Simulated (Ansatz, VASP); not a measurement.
**Two plane-wave programs on GaP**

The input INCAR:

```
PREC = Accurate
ENCUT = 520
EDIFF = 1E-7
ISMEAR = 0
SIGMA = 0.01
LREAL = False
LASPH = True
NELM = 80
ALGO = Normal
ISIF = 2
LWAVE = False
LCHARG = False
GGA = CA
NBANDS = 16
```

File KPOINTS:

```
regular mesh
0
Gamma
  8 8 8
```

File POSCAR:

```
GaP
1.0
    0.0000000000      2.7254101929      2.7254101929
    2.7254101929      0.0000000000      2.7254101929
    2.7254101929      2.7254101929      0.0000000000
Ga P
1 1
Direct
    0.0000000000      0.0000000000      0.0000000000
    0.2500000000      0.2500000000      0.2500000000
```

Input for Ansatz:

```yaml
crystal:
  lattice:
    - [0.0, 2.7254101929, 2.7254101929]
    - [2.7254101929, 0.0, 2.7254101929]
    - [2.7254101929, 2.7254101929, 0.0]
  atoms:
    - { symbol: Ga, position: [0.0, 0.0, 0.0] }
    - { symbol: P, position: [0.25, 0.25, 0.25] }
kpoints:
  mp_grid: { grid: [8, 8, 8] }
  band_path:
    path:
      - [0.0, 0.0, 0.0]
      - [-0.5, -0.5, 0.0]
      - [-0.375, -0.375, 0.25]
      - [-0.375, 0.0, 0.375]
      - [0.0, 0.0, 0.5]
      - [-0.5, -0.25, 0.25]
      - [-0.45, -0.45, 0.0]
    npoints: 1
hamiltonian:
  xc: lda
scf:
  occupations: { method: fixed }
  n_extra_bands: 4
output:
  forces: true
  stress: true
  eigenvalues: true
  write_density: true
  write_potential: true
  elf: true
  volumetric_format: npy
```

Alike in both runs: task single point; functional LDA; k mesh 8 × 8 × 8; no spin polarisation.

```csv
,VASP,Ansatz
version,VASP 6.6.1,Ansatz 0.2.0
potentials or method,"VASP PAW LDA potentials, release 64 (Ga_d, P)","plane waves, PAW"
plane-wave cutoff (eV),520,420
occupations,"gaussian, width 0.01 eV",fixed
valence electrons in the cell,18,18
```

|  | VASP | Ansatz | Ansatz less VASP |
| --- | --- | --- | --- |
| gap on the k mesh at the Fermi level (eV) | 1.49 | 1.49 | -0.002 |
| pressure (GPa) | -2.7 | -2.8 | -0.11 |

LDA's correlation is that of Perdew and Zunger in VASP and of Perdew and Wang (1992) in Ansatz.
